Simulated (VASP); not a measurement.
# MgO (I4/mmm) in VASP: notebook

MgO is run at these levels: r2SCAN; tasks: single point.

Program: VASP 6.6.1. These are calculated values, not measurements. Logs are shortened: lines on timing, memory, paths and dates and some standing lists are left out, and cuts for length are marked.

## Step 1: The cell of the first run

It takes space group I4/mmm (No. 139, tetragonal). The conventional cell has a = 2.943 Å, b = 2.943 Å, c = 4.231 Å, α = 90.00°, β = 90.00°, γ = 90.00°. Mg (site symmetry 4/mmm) has 6 O at 2.08 to 2.12 Å within 2.8 Å. O (site symmetry 4/mmm) has 6 Mg at 2.08 to 2.12 Å within 2.8 Å.

## Step 2: Single point, r2SCAN (epitaxial xy strain -1.0%)

File POSCAR:

```
MgO
1.0
    0.0000000000      2.0811457413      2.1154270457
    2.0811457413      0.0000000000      2.1154270457
    2.0811457413      2.0811457413      0.0000000000
Mg O
1 1
Direct
    0.0000000000      0.0000000000      0.0000000000
    0.5000000000      0.5000000000      0.5000000000
```

File INCAR.step1:

```
SYSTEM = MgO
PREC = Accurate
ENCUT = 520
ISMEAR = 0
SIGMA = 0.01
LREAL = .FALSE.
LASPH = .TRUE.
NELM = 80
NBANDS = 11
GGA = PE
ALGO = Normal
EDIFF = 1E-4
LWAVE = .TRUE.
LCHARG = .FALSE.
```

File INCAR.step2:

```
SYSTEM = MgO
PREC = Accurate
ENCUT = 520
EDIFF = 1E-6
ISMEAR = 0
SIGMA = 0.01
LREAL = .FALSE.
LASPH = .TRUE.
NELM = 80
ALGO = Normal
ISIF = 2
LWAVE = .FALSE.
LCHARG = .TRUE.
METAGGA = R2SCAN
LMIXTAU = .TRUE.
LELF = .TRUE.
LVHAR = .TRUE.
NBANDS = 11
ISTART = 1
```

File KPOINTS:

```
Automatic mesh
0
G
  10 10 10
  0 0 0
```

Potentials or basis: VASP PAW PBE potentials, release 64 (Mg, O).

On the command line:

```
> cat potpaw_PBE.64/Mg/POTCAR potpaw_PBE.64/O/POTCAR > POTCAR
> cp INCAR.step1 INCAR
> mpirun -np 1 vasp_std > vasp.out
> cp INCAR.step2 INCAR
> mpirun -np 1 vasp_std > vasp.out
```

OUTCAR:

```text
SYSTEM = MgO
   PREC = Accurate
   ENCUT = 520
   EDIFF = 1E-6
   ISMEAR = 0
   LREAL = .FALSE.
   LASPH = .TRUE.
   NELM = 80
   ISIF = 2
   METAGGA = R2SCAN
   ISTART = 1

 ion  position               nearest neighbor table
   1  0.000  0.000  0.000-   2 2.08   2 2.08   2 2.08   2 2.08   2 2.12   2 2.12
   2  0.500  0.500  0.500-   1 2.08   1 2.08   1 2.08   1 2.08   1 2.12   1 2.12

  LATTYP: Found a body centered tetragonal cell.
 ALAT       =     2.9431845326
 C/A-ratio  =     1.4375089447

  Lattice vectors:

 A1 = (  -2.0811457413,   0.0000000000,   2.1154270457)
 A2 = (   2.0811457413,   0.0000000000,   2.1154270457)
 A3 = (   0.0000000000,   2.0811457413,  -2.1154270457)

Analysis of symmetry for initial positions (statically):
=====================================================================
 Subroutine PRICEL returns:
 Original cell was already a primitive cell.

 Routine SETGRP: Setting up the symmetry group for a
 body centered tetragonal supercell.

 Subroutine GETGRP returns: Found 16 space group operations
 (whereof 16 operations were pure point group operations)
 out of a pool of 16 trial point group operations.

The static configuration has the point symmetry D_4h.

Analysis of symmetry for dynamics (positions and initial velocities):
=====================================================================
 Subroutine PRICEL returns:
 Original cell was already a primitive cell.

 Routine SETGRP: Setting up the symmetry group for a
 body centered tetragonal supercell.

 Subroutine GETGRP returns: Found 16 space group operations
 (whereof 16 operations were pure point group operations)
 out of a pool of 16 trial point group operations.

The dynamic configuration has the point symmetry D_4h.

 Subroutine INISYM returns: Found 16 space group operations
 (whereof 16 operations are pure point group operations),
 and found     1 'primitive' translations

----------------------------------------------------------------------------------------

                                     Primitive cell

  volume of cell :      18.3245

  direct lattice vectors                    reciprocal lattice vectors
     0.000000000  2.081145741  2.115427046    -0.240252276  0.240252276  0.236358895
     2.081145741  0.000000000  2.115427046     0.240252276 -0.240252276  0.236358895
     2.081145741  2.081145741  0.000000000     0.240252276  0.240252276 -0.236358895

  length of vectors
     2.967524083  2.967524083  2.943184533     0.413893512  0.413893512  0.413893512

  position of ions in fractional coordinates (direct lattice)
     0.000000000  0.000000000  0.000000000
     0.500000000  0.500000000  0.500000000

  ion indices of the primitive-cell ions
   primitive index   ion index
                 1           1
                 2           2

----------------------------------------------------------------------------------------

 KPOINTS: Automatic mesh

Automatic generation of k-mesh.
 Grid dimensions read from file:
 generate k-points for:   10   10   10

 Generating k-lattice:

  Cartesian coordinates                     Fractional coordinates (reciprocal lattice)
    -0.024025228  0.024025228  0.023635890     0.100000000  0.000000000  0.000000000
     0.024025228 -0.024025228  0.023635890     0.000000000  0.100000000  0.000000000
     0.024025228  0.024025228 -0.023635890     0.000000000  0.000000000  0.100000000

  Length of vectors
     0.041389351  0.041389351  0.041389351

  Shift w.r.t. Gamma in fractional coordinates (k-lattice)
     0.000000000  0.000000000  0.000000000

 Subroutine IBZKPT returns following result:
 ===========================================

 Found    102 irreducible k-points:

 Following reciprocal coordinates:
            Coordinates               Weight
  0.000000  0.000000  0.000000      1.000000
  0.100000 -0.000000  0.000000      8.000000
  0.200000 -0.000000  0.000000      8.000000
  0.300000 -0.000000  0.000000      8.000000
  0.400000 -0.000000  0.000000      8.000000
  0.500000  0.000000  0.000000      4.000000
[... 16 lines left out ...]
  0.300000  0.300000  0.000000      2.000000
  0.400000  0.300000  0.000000      8.000000
 [... further k-points ...]
   k-points           NKPTS =    102   k-points in BZ     NKDIM =    102   number of bands    NBANDS=     11
   number of dos      NEDOS =    301   number of ions     NIONS =      2
   total plane-waves  NPLWV =  13824
   dimension x,y,z NGX =    24 NGY =   24 NGZ =   24
   dimension x,y,z NGXF=    48 NGYF=   48 NGZF=   48
   ions per type =               1   1
   NGX,Y,Z   is equivalent  to a cutoff of  13.45, 13.45, 13.56 a.u.
   NGXF,Y,Z  is equivalent  to a cutoff of  26.89, 26.89, 27.11 a.u.
 SYSTEM =  MgO
   PREC   = accura    normal or accurate (medium, high low for compatibility)
   ISTART =      1    job   : 0-new  1-cont  2-samecut
   ICHARG =      0    charge: 1-file 2-atom 10-const
   ISPIN  =      1    spin polarized calculation?
   LNONCOLLINEAR =      F non collinear calculations
   LSORBIT =      F    spin-orbit coupling
   LASPH  =      T    aspherical Exc in radial PAW
   ENCUT  =  520.0 eV  38.22 Ry    6.18 a.u.   5.52  5.52  5.47*2*pi/ulx,y,z
   NELM   =     80;   NELMIN=  2; NELMDL=  0     # of ELM steps
   EDIFF  = 0.1E-05   stopping-criterion for ELM
   LREAL  =      F    real-space projection
   EDIFFG = 0.1E-04   stopping-criterion for IOM
   NSW    =      0    number of steps for IOM
   IBRION =     -1    ionic relax: 0-MD 1-quasi-New 2-CG
   NFREE  =      0    steps in history (QN), initial steepest desc. (CG)
   ISIF   =      2    stress and relaxation
   ISYM   =      2    0-nonsym 1-usesym 2-fastsym
   POTIM  = 0.5000    time-step for ionic-motion
   TEBEG  =    0.0;   TEEND  =   0.0 temperature during run
   PSTRESS=    0.0 pullay stress
   NELECT =       8.0000    total number of electrons
   NUPDOWN=      -1.0000    fix difference up-down
   EMIN   =  10.00;   EMAX   =-10.00  energy-range for DOS
   EFERMI =   0.00;   METHOD = LEGACY
   ISMEAR =     0;   SIGMA  =   0.01  broadening in eV -4-tet -1-fermi 0-gaus
   EFERMI_NEDOS =   21; number of points for ismear=-14 and -15
   IALGO  =     38    algorithm
   IMIX   =      4    mixing-type and parameters
     AMIX     =   0.40;   BMIX     =  1.00
     AMIX_MAG =   1.60;   BMIX_MAG =  1.00
  volume/ion in A,a.u.               =       9.16        61.83
  Fermi-wavevector in a.u.,A,eV,Ry     =   1.241921  2.346890 20.985172  1.542367
  Thomas-Fermi vector in A             =   2.376297
   LORBIT       =      0    0 simple, 1 ext, 2 COOP (PROOUT), +10 PAW based schemes
   METAGGA = R2SCAN    functional components
   LHFCALC =     F    Hartree Fock is set to
   AEXX    =    0.0000 exact exchange contribution
   IVDW    =     0    specifies the selected vdW correction
   LEPSILON=     F    determine dielectric tensor
   LRPA    =     F    only Hartree local field effects (RPA)
 non-spin polarized calculation
 Gauss-broadening in eV      SIGMA  =   0.01
  energy-cutoff  :      520.00
  volume of cell :       18.32
 maximum number of plane-waves:       531
 NGX is ok and might be reduce to    24
   NGX = 11   NGY = 11   NGZ = 11

 number of electron       8.0000003 magnetization

 Free energy of the ion-electron system (eV)
  ---------------------------------------------------
  ext. energy  EPLUGINS =         0.00000000
  ---------------------------------------------------
  free energy    TOTEN  =       -16.15835559 eV

  energy without entropy =      -16.15835559  energy(sigma->0) =      -16.15835559

 E-fermi :   3.0945     XC(G=0): -11.6943

 val. band max:        2.9409940687   @ k =   0.0000   0.0000   0.0000
 cond. band min:       8.7183540657   @ k =   0.0000   0.0000   0.0000
 fundamental gap:      5.7773599969
 Fermi energy:         3.0945089049

 k-point     1 :       0.0000    0.0000    0.0000
  band No.  band energies     occupation
      1     -15.3822      2.00000
      2       2.9072      2.00000
      3       2.9072      2.00000
      4       2.9410      2.00000
      5       8.7184      0.00000
      6      19.7509      0.00000
      7      19.9287      0.00000
      8      19.9287      0.00000
      9      24.0711      0.00000
     10      25.5830      0.00000
     11      26.1374      0.00000

 k-point     2 :       0.1000   -0.0000    0.0000
  band No.  band energies     occupation
      1     -15.2745      2.00000
      2       2.2841      2.00000
      3       2.8387      2.00000
      4       2.8552      2.00000
      5       9.3327      0.00000
      6      18.6203      0.00000
      7      20.0658      0.00000
      8      20.1928      0.00000
      9      24.9197      0.00000
     10      25.4123      0.00000
     11      25.7998      0.00000

 k-point     3 :       0.2000   -0.0000    0.0000
  band No.  band energies     occupation
      1     -14.9793      2.00000
      2       0.9492      2.00000
      3       2.6647      2.00000
      4       2.6649      2.00000
      5      10.5442      0.00000
      6      17.1165      0.00000
      7      20.5735      0.00000
      8      20.7635      0.00000
      9      24.2967      0.00000
     10      24.6586      0.00000
     11      26.9715      0.00000

 k-point     4 :       0.3000   -0.0000    0.0000
  band No.  band energies     occupation
      1     -14.5828      2.00000
      2      -0.4121      2.00000
      3       2.4413      2.00000
      4       2.4599      2.00000
      5      11.4853      0.00000
      6      16.5076      0.00000
      7      20.6931      0.00000
      8      21.0055      0.00000
      9      24.8565      0.00000
     10      25.0472      0.00000
     11      26.3964      0.00000

 k-point     5 :       0.4000   -0.0000    0.0000
  band No.  band energies     occupation
      1     -14.2294      2.00000
      2      -1.4100      2.00000
      3       2.2690      2.00000
      4       2.3012      2.00000
      5      11.8112      0.00000
      6      16.7251      0.00000
      7      20.4764      0.00000
      8      20.8441      0.00000
      9      25.7921      0.00000
     10      26.2881      0.00000
     11      26.3823      0.00000
[... 211 lines left out ...]
 k-point    21 :      -0.3000    0.2000    0.0000
  band No.  band energies     occupation
      1     -14.1447      2.00000
      2      -0.8418      2.00000
      3       1.0613      2.00000
      4       2.2436      2.00000
      5      13.3295      0.00000
      6      15.9815      0.00000
      7      18.5207      0.00000
      8      21.8502      0.00000
      9      24.6859      0.00000
     10      25.6778      0.00000
     11      29.6913      0.00000

 k-point    22 :      -0.2000    0.2000    0.0000
  band No.  band energies     occupation
      1     -14.4567      2.00000
      2      -0.2557      2.00000
      3       1.5596      2.00000
      4       2.4528      2.00000
      5      12.5000      0.00000
      6      15.8739      0.00000
      7      19.4400      0.00000
      8      22.3467      0.00000
      9      22.7589      0.00000
     10      25.8959      0.00000
     11      29.3934      0.00000

 k-point    23 :       0.3000    0.3000    0.0000
  band No.  band energies     occupation
      1     -14.4046      2.00000
      2      -0.2834      2.00000
      3       1.9767      2.00000
      4       1.9767      2.00000
      5      12.9745      0.00000
      6      14.4234      0.00000
      7      18.5690      0.00000
      8      22.4658      0.00000
      9      22.4658      0.00000
     10      28.8210      0.00000
     11      32.0561      0.00000

 k-point    24 :       0.4000    0.3000    0.0000
  band No.  band energies     occupation
      1     -14.1581      2.00000
      2      -0.7337      2.00000
      3       1.5969      2.00000
      4       1.8282      2.00000
      5      13.7078      0.00000
      6      14.2285      0.00000
      7      17.7520      0.00000
      8      22.7803      0.00000
      9      22.9758      0.00000
     10      29.5923      0.00000
     11      31.6220      0.00000

 [... further k-points ...]
[... 5 lines left out ...]
  --------------------------------------------------------------------------------------
  -------------------------------------------------------------------------------------
  Total        0.2926365      0.2926365     -0.1317486      0.0000000     -0.0000000     -0.0000000
  in kB       25.5862184     25.5862184    -11.5192344      0.0000000     -0.0000000     -0.0000000
  external PRESSURE =      13.2177342 kB  Pullay stress =       0.0000000 kB

 VOLUME and BASIS-vectors are now :
 -----------------------------------------------------------------------------
  energy-cutoff  :      520.00
  volume of cell :       18.32
      direct lattice vectors                 reciprocal lattice vectors
     0.000000000  2.081145741  2.115427046    -0.240252276  0.240252276  0.236358895
     2.081145741  0.000000000  2.115427046     0.240252276 -0.240252276  0.236358895
     2.081145741  2.081145741  0.000000000     0.240252276  0.240252276 -0.236358895

 POSITION                                       TOTAL-FORCE (eV/Angst)
 -----------------------------------------------------------------------------------
      0.00000      0.00000      0.00000         0.000000      0.000000     -0.000000
      2.08115      2.08115      2.11543        -0.000000     -0.000000      0.000000
 -----------------------------------------------------------------------------------
    total drift:                               -0.000000     -0.000000      0.000000

  FREE ENERGIE OF THE ION-ELECTRON SYSTEM (eV)
  ---------------------------------------------------
  free  energy   TOTEN  =       -16.1583555868 eV

  energy  without entropy=      -16.1583555868  energy(sigma->0) =      -16.15835559
```

Run time: 2.3 min. Hardware: 1 thread of AMD EPYC 7R13 (Zen 3), shared host; peak memory 0.13 GiB.

Results:

```
Free energy            : -16.1584 eV
Pressure               : 1.3 GPa
Band gap on the k mesh : 5.78 eV, direct
```

Levels at points of the mesh, in eV from the valence-band top:
| k point | band 1 | band 2 | band 3 | band 4 | band 5 | band 6 | band 7 | band 8 |
| --- | --- | --- | --- | --- | --- | --- | --- | --- |
| (0.00, 0.00, 0.00) | -18.32 | -0.03 | -0.03 | 0.00 | 5.78 | 16.81 | 16.99 | 16.99 |
| (0.50, 0.00, 0.00) | -17.03 | -4.72 | -0.74 | -0.70 | 8.90 | 14.01 | 17.42 | 17.80 |
| (0.50, 0.50, 0.00) | -16.80 | -4.24 | -1.38 | -1.38 | 10.15 | 11.28 | 14.34 | 20.79 |
| (0.50, 0.00, 0.50) | -16.75 | -4.18 | -1.50 | -1.40 | 9.98 | 11.25 | 14.56 | 20.43 |

Caveat: the cell differs from its parent crystal (epitaxial xy strain -1.0%); the PAW data sets were made with another functional, which shifts forces and pressure a little.

## Step 3: Single point, r2SCAN (epitaxial xy strain +1.0%)

File POSCAR:

```
MgO
1.0
    0.0000000000      2.1231890896      2.0897899895
    2.1231890896      0.0000000000      2.0897899895
    2.1231890896      2.1231890896      0.0000000000
Mg O
1 1
Direct
    0.0000000000      0.0000000000      0.0000000000
    0.5000000000      0.5000000000      0.5000000000
```

File INCAR.step1:

```
SYSTEM = MgO
ALGO = Normal
EDIFF = 1E-4
ENCUT = 520
GGA = PE
ISMEAR = 0
LASPH = .TRUE.
LCHARG = .FALSE.
LREAL = .FALSE.
LWAVE = .TRUE.
NBANDS = 11
NELM = 80
PREC = Accurate
SIGMA = 0.01
```

File INCAR.step2:

```
SYSTEM = MgO
ALGO = Normal
EDIFF = 1E-6
ENCUT = 520
ISIF = 2
ISMEAR = 0
ISTART = 1
LASPH = .TRUE.
LCHARG = .FALSE.
LMIXTAU = .TRUE.
LREAL = .FALSE.
LWAVE = .FALSE.
METAGGA = R2SCAN
NBANDS = 11
NELM = 80
PREC = Accurate
SIGMA = 0.01
```

File KPOINTS:

```
k-points
0
G
  10 10 10
  0 0 0
```

Potentials or basis: VASP PAW PBE potentials, release 64 (Mg, O).

On the command line:

```
> cat potpaw_PBE.64/Mg/POTCAR potpaw_PBE.64/O/POTCAR > POTCAR
> cp INCAR.step1 INCAR
> mpirun -np 1 vasp_std > vasp.out
> cp INCAR.step2 INCAR
> mpirun -np 1 vasp_std > vasp.out
```

OUTCAR:

```text
SYSTEM = MgO
   EDIFF = 1E-6
   ENCUT = 520
   ISIF = 2
   ISMEAR = 0
   ISTART = 1
   LASPH = .TRUE.
   LREAL = .FALSE.
   METAGGA = R2SCAN
   NELM = 80
   PREC = Accurate

 ion  position               nearest neighbor table
   1  0.000  0.000  0.000-   2 2.09   2 2.09   2 2.12   2 2.12   2 2.12   2 2.12
   2  0.500  0.500  0.500-   1 2.09   1 2.09   1 2.12   1 2.12   1 2.12   1 2.12

  LATTYP: Found a body centered tetragonal cell.
 ALAT       =     3.0026428060
 C/A-ratio  =     1.3919670933

  Lattice vectors:

 A1 = (   0.0000000000,  -2.1231890896,  -2.0897899895)
 A2 = (   0.0000000000,   2.1231890896,  -2.0897899895)
[... 515 lines left out ...]
      8      21.9481      0.00000
      9      22.1961      0.00000
     10      28.7583      0.00000
     11      31.1908      0.00000

 [... further k-points ...]
[... 5 lines left out ...]
  --------------------------------------------------------------------------------------
  -------------------------------------------------------------------------------------
  Total       -0.5165686     -0.5165686     -0.1352515      0.0000000      0.0000000     -0.0000000
  in kB      -43.9267059    -43.9267059    -11.5011867      0.0000000      0.0000000     -0.0000000
  external PRESSURE =     -33.1181995 kB  Pullay stress =       0.0000000 kB

 VOLUME and BASIS-vectors are now :
 -----------------------------------------------------------------------------
  energy-cutoff  :      520.00
  volume of cell :       18.84
      direct lattice vectors                 reciprocal lattice vectors
     0.000000000  2.123189090  2.089789989    -0.235494805  0.235494805  0.239258491
     2.123189090  0.000000000  2.089789989     0.235494805 -0.235494805  0.239258491
     2.123189090  2.123189090  0.000000000     0.235494805  0.235494805 -0.239258491

 POSITION                                       TOTAL-FORCE (eV/Angst)
 -----------------------------------------------------------------------------------
      0.00000      0.00000      0.00000        -0.000000      0.000000     -0.000000
      2.12319      2.12319      2.08979         0.000000     -0.000000      0.000000
 -----------------------------------------------------------------------------------
    total drift:                               -0.000000     -0.000000      0.000000

  FREE ENERGIE OF THE ION-ELECTRON SYSTEM (eV)
  ---------------------------------------------------
  free  energy   TOTEN  =       -16.1557681945 eV

  energy  without entropy=      -16.1557681945  energy(sigma->0) =      -16.15576819
```

OUTCAR.step1:

```text
SYSTEM = MgO
   EDIFF = 1E-4
   ENCUT = 520
   GGA = PE
   ISMEAR = 0
   LASPH = .TRUE.
   LREAL = .FALSE.
[... 558 lines left out ...]
      0.00000      0.00000      0.00000         0.000000     -0.000000      0.000000
      2.12319      2.12319      2.08979        -0.000000      0.000000     -0.000000
 -----------------------------------------------------------------------------------
    total drift:                               -0.000000     -0.000000      0.000000

  FREE ENERGIE OF THE ION-ELECTRON SYSTEM (eV)
  ---------------------------------------------------
  free  energy   TOTEN  =       -11.9069594613 eV

  energy  without entropy=      -11.9069594613  energy(sigma->0) =      -11.90695946
```

It took 2.1 min on 1 thread of AMD EPYC 7R13 (Zen 3), shared host; peak memory 0.12 GiB.

What came out:

```yaml
Free_energy: -16.1558 eV
Pressure: -3.3 GPa
Band_gap_on_the_k_mesh: 5.50 eV, direct
```

Stress tensor (GPa, compression positive):
```
-4.39  0.00  0.00
 0.00 -4.39  0.00
 0.00  0.00 -1.15
```

Levels at points of the mesh, in eV from the valence-band top:
```csv
k point,band 2,band 3,band 4,band 5,band 6,band 7
"(0.00, 0.00, 0.00)",-0.04,0.00,0.00,5.50,16.72,16.72
"(0.50, 0.00, 0.00)",-4.58,-0.69,-0.66,8.73,13.69,17.14
"(0.50, 0.50, 0.00)",-4.04,-1.42,-1.42,9.90,10.94,14.32
"(0.50, 0.00, 0.50)",-4.10,-1.40,-1.30,10.07,10.96,14.11
```

Caveat: the cell differs from its parent crystal (epitaxial xy strain +1.0%); the PAW data sets were made with another functional, which shifts forces and pressure a little.

(Part 1 of 2 ends here.)
